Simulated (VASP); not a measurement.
# Tc (P6_3/mmc) in VASP: a series of runs

Aim: see how the results for Tc move with the level of theory and the settings. Levels: r2SCAN, PBEsol. Tasks: single point.

Program: VASP 6.6.1. These are calculated values, not measurements. Logs are shortened: lines on timing, memory, paths and dates and some standing lists are left out, and cuts for length are marked.

### 1 The cell of the first run

The structure is hexagonal, space group P6_3/mmc (No. 194). The conventional cell has a = 2.758 Å, b = 2.758 Å, c = 4.427 Å, α = 90.00°, β = 90.00°, γ = 120.00°. Within 3.6 Å of Tc (site symmetry -6m2) lie 12 Tc at 2.73 to 2.76 Å.

### 2 Single point, r2SCAN

Contents of POSCAR:

```
Tc
1.0
    2.7581462242      0.0000000000      0.0000000000
   -1.3790731121      2.3886246975      0.0000000000
    0.0000000000      0.0000000000      4.4271266766
Tc
2
Direct
    0.6666666667      0.3333333333      0.7500000000
    0.3333333333      0.6666666667      0.2500000000
```

Contents of INCAR.step1:

```
SYSTEM = Tc
PREC = Accurate ; ENCUT = 520
ISMEAR = -1 ; SIGMA = 0.05
LREAL = .False. ; LASPH = .True.
NELM = 80 ; NBANDS = 20
GGA = PE ; ALGO = Normal
EDIFF = 1E-4 ; LWAVE = .True.
LCHARG = .False.
```

Contents of INCAR.step2:

```
SYSTEM = Tc
PREC = Accurate ; ENCUT = 520
EDIFF = 1E-6 ; ISMEAR = -1
SIGMA = 0.05 ; LREAL = .False.
LASPH = .True. ; NELM = 80
ALGO = Normal ; ISIF = 2
LWAVE = .False. ; LCHARG = .True.
METAGGA = R2SCAN ; LMIXTAU = .True.
LELF = .True. ; LVHAR = .True.
NBANDS = 20 ; ISTART = 1
```

Contents of KPOINTS:

```
Automatic mesh
0
Gamma
  11 11 6
  0 0 0
```

Potentials or basis: VASP PAW PBE potentials, release 64 (Tc_pv).

Launch:

```bash
$ cat potpaw_PBE.64/Tc_pv/POTCAR > POTCAR
$ cp INCAR.step1 INCAR
$ mpirun -np 1 vasp_std > vasp.out
$ cp INCAR.step2 INCAR
$ mpirun -np 1 vasp_std > vasp.out
```

OUTCAR:

```text
SYSTEM = Tc
   PREC = Accurate
   ENCUT = 520
   EDIFF = 1E-6
   ISMEAR = -1
   LREAL = .False.
   LASPH = .True.
   NELM = 80
   ISIF = 2
   METAGGA = R2SCAN
   ISTART = 1

 ion  position               nearest neighbor table
   1  0.667  0.333  0.750-   2 2.73   2 2.73   2 2.73   2 2.73   2 2.73   2 2.73
   2  0.333  0.667  0.250-   1 2.73   1 2.73   1 2.73   1 2.73   1 2.73   1 2.73

  LATTYP: Found a hexagonal cell.
 ALAT       =     2.7581462242
 C/A-ratio  =     1.6051094890

  Lattice vectors:

 A1 = (   2.7581462242,   0.0000000000,   0.0000000000)
 A2 = (  -1.3790731121,   2.3886246975,   0.0000000000)
 A3 = (   0.0000000000,   0.0000000000,   4.4271266766)

Analysis of symmetry for initial positions (statically):
=====================================================================
 Subroutine PRICEL returns:
 Original cell was already a primitive cell.

 Routine SETGRP: Setting up the symmetry group for a
 hexagonal supercell.

 Subroutine GETGRP returns: Found 24 space group operations
 (whereof 12 operations were pure point group operations)
 out of a pool of 24 trial point group operations.

The static configuration has the point symmetry D_3d.
 The point group associated with its full space group is D_6h.

Analysis of symmetry for dynamics (positions and initial velocities):
=====================================================================
 Subroutine PRICEL returns:
 Original cell was already a primitive cell.

 Routine SETGRP: Setting up the symmetry group for a
 hexagonal supercell.

 Subroutine GETGRP returns: Found 24 space group operations
 (whereof 12 operations were pure point group operations)
 out of a pool of 24 trial point group operations.

The dynamic configuration has the point symmetry D_3d.
 The point group associated with its full space group is D_6h.

 Subroutine INISYM returns: Found 24 space group operations
 (whereof 12 operations are pure point group operations),
 and found     1 'primitive' translations

----------------------------------------------------------------------------------------

                                     Primitive cell

  volume of cell :      29.1667

  direct lattice vectors                    reciprocal lattice vectors
     2.758146224  0.000000000  0.000000000     0.362562358  0.209325475  0.000000000
    -1.379073112  2.388624698  0.000000000     0.000000000  0.418650951  0.000000000
     0.000000000  0.000000000  4.427126677     0.000000000  0.000000000  0.225880141

  length of vectors
     2.758146224  2.758146224  4.427126677     0.418650951  0.418650951  0.225880141

  position of ions in fractional coordinates (direct lattice)
     0.666666667  0.333333333  0.750000000
     0.333333333  0.666666667  0.250000000

  ion indices of the primitive-cell ions
   primitive index   ion index
                 1           1
                 2           2

----------------------------------------------------------------------------------------

 KPOINTS: Automatic mesh

Automatic generation of k-mesh.
 Grid dimensions read from file:
 generate k-points for:   11   11    6

 Generating k-lattice:

  Cartesian coordinates                     Fractional coordinates (reciprocal lattice)
     0.032960214  0.019029589  0.000000000     0.090909091 -0.000000000  0.000000000
     0.000000000  0.038059177  0.000000000     0.000000000  0.090909091  0.000000000
     0.000000000  0.000000000  0.037646690     0.000000000  0.000000000  0.166666667

  Length of vectors
     0.038059177  0.038059177  0.037646690

  Shift w.r.t. Gamma in fractional coordinates (k-lattice)
     0.000000000  0.000000000  0.000000000

 Subroutine IBZKPT returns following result:
 ===========================================

 Found     64 irreducible k-points:

 Following reciprocal coordinates:
            Coordinates               Weight
  0.000000  0.000000  0.000000      1.000000
  0.090909 -0.000000  0.000000      6.000000
  0.181818  0.000000  0.000000      6.000000
  0.272727 -0.000000  0.000000      6.000000
  0.363636  0.000000  0.000000      6.000000
  0.454545  0.000000  0.000000      6.000000
[... 16 lines left out ...]
  0.090909  0.090909  0.166667     12.000000
  0.181818  0.090909  0.166667     24.000000
 [... further k-points ...]
   k-points           NKPTS =     64   k-points in BZ     NKDIM =     64   number of bands    NBANDS=     20
   number of dos      NEDOS =    301   number of ions     NIONS =      2
   total plane-waves  NPLWV =  20736
   dimension x,y,z NGX =    24 NGY =   24 NGZ =   36
   dimension x,y,z NGXF=    48 NGYF=   48 NGZF=   72
   ions per type =               2
   NGX,Y,Z   is equivalent  to a cutoff of  14.47, 14.47, 13.52 a.u.
   NGXF,Y,Z  is equivalent  to a cutoff of  28.93, 28.93, 27.04 a.u.
 SYSTEM =  Tc
   PREC   = accura    normal or accurate (medium, high low for compatibility)
   ISTART =      1    job   : 0-new  1-cont  2-samecut
[... 40 lines left out ...]
  volume of cell :       29.17
 maximum number of plane-waves:       808
 NGX is ok and might be reduce to    24
   NGX = 11   NGY = 11   NGZ = 17

 number of electron      25.9999998 magnetization

 Free energy of the ion-electron system (eV)
  ---------------------------------------------------
  ext. energy  EPLUGINS =         0.00000000
  ---------------------------------------------------
  free energy    TOTEN  =       -51.92649986 eV

  energy without entropy =      -51.91071003  energy(sigma->0) =      -51.91860495

 E-fermi :  12.2382     XC(G=0): -14.9907

 val. band max:       12.2079499311   @ k =   0.2727   0.0909   0.5000
 cond. band min:      12.2433194619   @ k =   0.0909   0.0909   0.0000
 fundamental gap:      0.0353695308
 Fermi energy:        12.2382223774

 k-point     1 :       0.0000    0.0000    0.0000
  band No.  band energies     occupation
      1     -28.4898      2.00000
      2     -27.3707      2.00000
      3     -27.3707      2.00000
      4     -27.1831      2.00000
      5     -27.1831      2.00000
      6     -27.1396      2.00000
[... 12 lines left out ...]
     19      23.6045      0.00000
     20      27.1888      0.00000

 k-point     2 :       0.0909   -0.0000    0.0000
  band No.  band energies     occupation
      1     -28.4555      2.00000
      2     -27.4475      2.00000
      3     -27.3955      2.00000
      4     -27.2626      2.00000
      5     -27.1938      2.00000
      6     -27.1538      2.00000
[... 12 lines left out ...]
     19      23.5539      0.00000
     20      27.7914      0.00000

 k-point     3 :       0.1818    0.0000    0.0000
  band No.  band energies     occupation
      1     -28.3588      2.00000
      2     -27.6531      2.00000
      3     -27.4700      2.00000
      4     -27.4595      2.00000
      5     -27.2246      2.00000
      6     -27.1973      2.00000
[... 12 lines left out ...]
     19      23.3621      0.00000
     20      28.7132      0.00000

 k-point     4 :       0.2727   -0.0000    0.0000
  band No.  band energies     occupation
      1     -28.2157      2.00000
      2     -27.9214      2.00000
      3     -27.7293      2.00000
      4     -27.5393      2.00000
      5     -27.2700      2.00000
      6     -27.2678      2.00000
[... 12 lines left out ...]
     19      23.0678      0.00000
     20      26.7949      0.00000

 k-point     5 :       0.3636    0.0000    0.0000
  band No.  band energies     occupation
      1     -28.1661      2.00000
      2     -28.0545      2.00000
      3     -27.9571      2.00000
      4     -27.6099      2.00000
      5     -27.3662      2.00000
      6     -27.3093      2.00000
[... 12 lines left out ...]
     19      23.2750      0.00000
     20      24.2146      0.00000
[... 353 lines left out ...]
      6     -27.3299      2.00000
[... 12 lines left out ...]
     19      24.3621      0.00000
     20      25.2991      0.00000

 k-point    22 :       0.4545    0.0000    0.1667
  band No.  band energies     occupation
      1     -28.3645      2.00000
      2     -28.1568      2.00000
      3     -27.8216      2.00000
      4     -27.6301      2.00000
      5     -27.4319      2.00000
      6     -27.3562      2.00000
[... 12 lines left out ...]
     19      23.8034      0.00000
     20      24.8957      0.00000

 k-point    23 :       0.0909    0.0909    0.1667
  band No.  band energies     occupation
      1     -28.3240      2.00000
      2     -27.5493      2.00000
      3     -27.4990      2.00000
      4     -27.3989      2.00000
      5     -27.2414      2.00000
      6     -27.2170      2.00000
[... 12 lines left out ...]
     19      24.7201      0.00000
     20      28.2154      0.00000

 k-point    24 :       0.1818    0.0909    0.1667
  band No.  band energies     occupation
      1     -28.2393      2.00000
      2     -27.7575      2.00000
      3     -27.7001      2.00000
      4     -27.4903      2.00000
      5     -27.2994      2.00000
      6     -27.2561      2.00000
[... 12 lines left out ...]
     19      24.7359      0.00000
     20      28.2522      0.00000

 [... further k-points ...]

------------------------ aborting loop because EDIFF is reached ----------------------------------------

  FORCE on cell =-STRESS in cart. coord.  units (eV):
  Direction    XX          YY          ZZ          XY          YZ          ZX
  --------------------------------------------------------------------------------------
  -------------------------------------------------------------------------------------
  Total       -1.4166513     -1.4166513     -1.3339907      0.0000000      0.0000000      0.0000000
  in kB      -77.8191360    -77.8191360    -73.2784419      0.0000000      0.0000000      0.0000000
  external PRESSURE =     -76.3055713 kB  Pullay stress =       0.0000000 kB

 VOLUME and BASIS-vectors are now :
 -----------------------------------------------------------------------------
  energy-cutoff  :      520.00
  volume of cell :       29.17
      direct lattice vectors                 reciprocal lattice vectors
     2.758146224  0.000000000  0.000000000     0.362562358  0.209325475  0.000000000
    -1.379073112  2.388624698  0.000000000     0.000000000  0.418650951  0.000000000
     0.000000000  0.000000000  4.427126677     0.000000000  0.000000000  0.225880141

 POSITION                                       TOTAL-FORCE (eV/Angst)
 -----------------------------------------------------------------------------------
      1.37907      0.79621      3.32035         0.000000      0.000000      0.000000
     -0.00000      1.59242      1.10678        -0.000000     -0.000000      0.000000
 -----------------------------------------------------------------------------------
    total drift:                               -0.000000      0.000000     -0.000000

  FREE ENERGIE OF THE ION-ELECTRON SYSTEM (eV)
  ---------------------------------------------------
  free  energy   TOTEN  =       -51.9264998612 eV

  energy  without entropy=      -51.9107100338  energy(sigma->0) =      -51.91860495
```

Run time: 75 s. Hardware: 1 thread of Intel Xeon Platinum 8488C (Sapphire Rapids), shared host; peak memory 0.17 GiB.

What came out:

* Free energy: -51.9265 eV
* Pressure: -7.6 GPa
* Band gap on the k mesh: zero (bands 13 and 14 overlap by 3.16 eV)

Stress tensor (GPa, compression positive):
```
-7.78  0.00  0.00
 0.00 -7.78  0.00
 0.00  0.00 -7.33
```

Levels at points of the mesh, in eV from the Fermi level:
| k point | band 9 | band 10 | band 11 | band 12 | band 13 | band 14 | band 15 | band 16 | band 17 | band 18 |
| --- | --- | --- | --- | --- | --- | --- | --- | --- | --- | --- |
| (0.00, 0.00, 0.00) | -1.54 | -1.54 | -1.49 | -0.82 | -0.82 | -0.09 | -0.09 | 1.60 | 2.61 | 2.61 |
| (0.00, 0.00, 0.50) | -1.95 | -1.95 | -1.67 | -1.67 | -1.67 | -1.67 | 1.92 | 1.92 | 1.92 | 1.92 |

Caveat: the cell stands under tension; the PAW data sets were made with another functional, which shifts forces and pressure a little.

### 3 Single point, r2SCAN

This run uses another cell than the first one, of 14.87 Å³/atom.

Contents of POSCAR:

```
Tc
1.0
    2.7760567665      0.0000000000      0.0000000000
   -1.3880283832      2.4041356821      0.0000000000
    0.0000000000      0.0000000000      4.4558750580
Tc
2
Direct
    0.6666666667      0.3333333333      0.7500000000
    0.3333333333      0.6666666667      0.2500000000
```

Contents of INCAR.step1:

```
  PREC = Accurate
  ENCUT = 520
  ISMEAR = -1
  SIGMA = 0.05
  LREAL = F
  LASPH = T
  NELM = 80
  NBANDS = 20
  GGA = PE
  ALGO = Normal
  EDIFF = 1E-4
  LWAVE = T
  LCHARG = F
```

Contents of INCAR.step2:

```
  PREC = Accurate
  ENCUT = 520
  EDIFF = 1E-6
  ISMEAR = -1
  SIGMA = 0.05
  LREAL = F
  LASPH = T
  NELM = 80
  ALGO = Normal
  ISIF = 2
  LWAVE = F
  LCHARG = F
  METAGGA = R2SCAN
  LMIXTAU = T
  NBANDS = 20
  ISTART = 1
```

Contents of KPOINTS:

```
Automatic mesh
0
Gamma
  11 11 6
```

Potentials or basis: VASP PAW PBE potentials, release 64 (Tc_pv).

Launch:

```bash
$ cat potpaw_PBE.64/Tc_pv/POTCAR > POTCAR
$ cp INCAR.step1 INCAR
$ mpirun -np 1 vasp_std > vasp.out
$ cp INCAR.step2 INCAR
$ mpirun -np 1 vasp_std > vasp.out
```

Run time: 80 s. Hardware: 1 thread of Intel Xeon Platinum 8488C (Sapphire Rapids), shared host; peak memory 0.18 GiB.

The run converged. Its results:

| Quantity | Value |
| --- | --- |
| Free energy | -51.8906 eV |
| Pressure | -13.0 GPa |
| Band gap on the k mesh | zero (bands 13 and 14 overlap by 3.07 eV) |

Stress tensor (GPa, compression positive):
```
-13.09   0.00   0.00
  0.00 -13.09   0.00
  0.00   0.00 -12.74
```

Levels at points of the mesh, in eV from the Fermi level:
```tsv
k point	band 9	band 10	band 11	band 12	band 13	band 14	band 15	band 16	band 17	band 18
(0.00, 0.00, 0.00)	-1.49	-1.49	-1.45	-0.79	-0.79	-0.08	-0.08	1.55	2.54	2.54
(0.00, 0.00, 0.50)	-1.91	-1.91	-1.62	-1.62	-1.62	-1.62	1.87	1.87	1.87	1.87
```

Caveat: the cell stands under tension; the PAW data sets were made with another functional, which shifts forces and pressure a little.

### 4 Single point, r2SCAN

This run uses another cell than the first one, of 15.16 Å³/atom.

Contents of POSCAR:

```
Tc
1.0
    2.7937391334      0.0000000000      0.0000000000
   -1.3968695667      2.4194490611      0.0000000000
    0.0000000000      0.0000000000      4.4842571930
Tc
2
Direct
    0.6666666667      0.3333333333      0.7500000000
    0.3333333333      0.6666666667      0.2500000000
```

Contents of INCAR.step1:

```
SYSTEM = Tc
ALGO = Normal
EDIFF = 1E-4
ENCUT = 520
GGA = PE
ISMEAR = -1
LASPH = .True.
LCHARG = .False.
LREAL = .False.
LWAVE = .True.
NBANDS = 20
NELM = 80
PREC = Accurate
SIGMA = 0.05
```

Contents of INCAR.step2:

```
SYSTEM = Tc
ALGO = Normal
EDIFF = 1E-7
ENCUT = 520
ISIF = 2
ISMEAR = -1
ISTART = 1
LASPH = .True.
LCHARG = .False.
LMIXTAU = .True.
LREAL = .False.
LWAVE = .False.
METAGGA = R2SCAN
NBANDS = 20
NELM = 80
PREC = Accurate
SIGMA = 0.05
```

Contents of KPOINTS:

```
k-points
0
Gamma
  11 11 6
  0 0 0
```

Launch:

```bash
$ cat potpaw_PBE.64/Tc_pv/POTCAR > POTCAR
$ cp INCAR.step1 INCAR
$ mpirun -np 1 vasp_std > vasp.out
$ cp INCAR.step2 INCAR
$ mpirun -np 1 vasp_std > vasp.out
```

Wall time 92 s (1 thread of Intel Xeon Platinum 8488C (Sapphire Rapids), shared host); peak memory 0.17 GiB.

It converged, with:

* Free energy: -51.8366 eV
* Pressure: -17.8 GPa
* Band gap on the k mesh: zero (bands 13 and 14 overlap by 2.98 eV)

Stress tensor (GPa, compression positive):
```
-17.84   0.00   0.00
  0.00 -17.84   0.00
  0.00   0.00 -17.61
```

Levels at points of the mesh, in eV from the Fermi level:
| k point | band 11 | band 12 | band 13 | band 14 | band 15 | band 16 |
| --- | --- | --- | --- | --- | --- | --- |
| (0.00, 0.00, 0.00) | -1.40 | -0.77 | -0.77 | -0.07 | -0.07 | 1.50 |
| (0.00, 0.00, 0.50) | -1.58 | -1.58 | -1.58 | -1.58 | 1.82 | 1.82 |

Caveat: the cell stands under tension; the PAW data sets were made with another functional, which shifts forces and pressure a little.

### 5 Single point, PBEsol, non-collinear spin, zero start, spin-orbit coupling

This run uses another cell than the first one, of 14.30 Å³/atom.

Contents of INCAR:

```
SYSTEM = Tc
  PREC = Accurate
  ENCUT = 520
  EDIFF = 1E-7
  ISMEAR = -1
  SIGMA = 0.05
  LREAL = .FALSE.
  LASPH = .TRUE.
  NELM = 150
  ALGO = Normal
  ISIF = 2
  LWAVE = .FALSE.
  LCHARG = .FALSE.
  MAGMOM = 0 0 0 0 0 0
  LORBIT = 11
  LSORBIT = .TRUE.
  GGA_COMPAT = .FALSE.
  LORBMOM = .TRUE.
  LMAXMIX = 4
  GGA = PS
  NBANDS = 38
```

Contents of KPOINTS:

```
Automatic mesh
0
G
  11 11 6
  0 0 0
```

Contents of POSCAR:

```
Tc
1.0
    2.7400000000      0.0000000000      0.0000000000
   -1.3700000000      2.3729096064      0.0000000000
    0.0000000000      0.0000000000      4.3980000000
Tc
2
Direct
    0.6666666667      0.3333333333      0.7500000000
    0.3333333333      0.6666666667      0.2500000000
```

Launch:

```bash
$ cat potpaw_PBE.64/Tc_pv/POTCAR > POTCAR
$ mpirun -np 1 vasp_ncl > vasp.out
```

It took 1.9 min on 1 thread of Intel Xeon Platinum 8488C (Sapphire Rapids), shared host; peak memory 0.25 GiB.

Results (log left out):

```
Free energy                                           : -22.7254 eV
Pressure                                              : -7.0 GPa
Net moment                                            : 0.00 μB per cell
Valence electrons inside the program's atomic spheres : Tc 12.10
```

Stress tensor (GPa, compression positive):
```
-6.90  0.00  0.00
 0.00 -6.90  0.00
 0.00  0.00 -7.27
```

Moments on the atoms (μB; x, y, z):
```
Tc  0.00 0.00 0.00
Tc  0.00 0.00 0.00
```

Caveat: the cell stands under tension; the PAW data sets were made with another functional, which shifts forces and pressure a little.

### 6 Summary

```tsv
level	spin	cell	gap on the mesh (eV)	pressure (GPa)
r2SCAN	off	a = 2.758, b = 2.758, c = 4.427 Å, angles 90.0, 90.0, 120.0°, 2 atoms	none	-7.6
r2SCAN	off	a = 2.776, b = 2.776, c = 4.456 Å, angles 90.0, 90.0, 120.0°, 2 atoms	none	-13.0
r2SCAN	off	a = 2.794, b = 2.794, c = 4.484 Å, angles 90.0, 90.0, 120.0°, 2 atoms	none	-17.8
PBEsol	non-collinear, zero start, SOC	a = 2.740, b = 2.740, c = 4.398 Å, angles 90.0, 90.0, 120.0°, 2 atoms	-	-7.0
```

Alike in all rows: task single point; potentials or basis VASP PAW PBE potentials, release 64 (Tc_pv); k mesh 11 × 11 × 6; cutoff (eV) 520; smearing fermi-dirac 0.05 eV.

Caveats: the cell stands under tension; the PAW data sets were made with another functional, which shifts forces and pressure a little.

Total energies depend on the potentials used, so only differences within one code and one set of settings carry meaning.
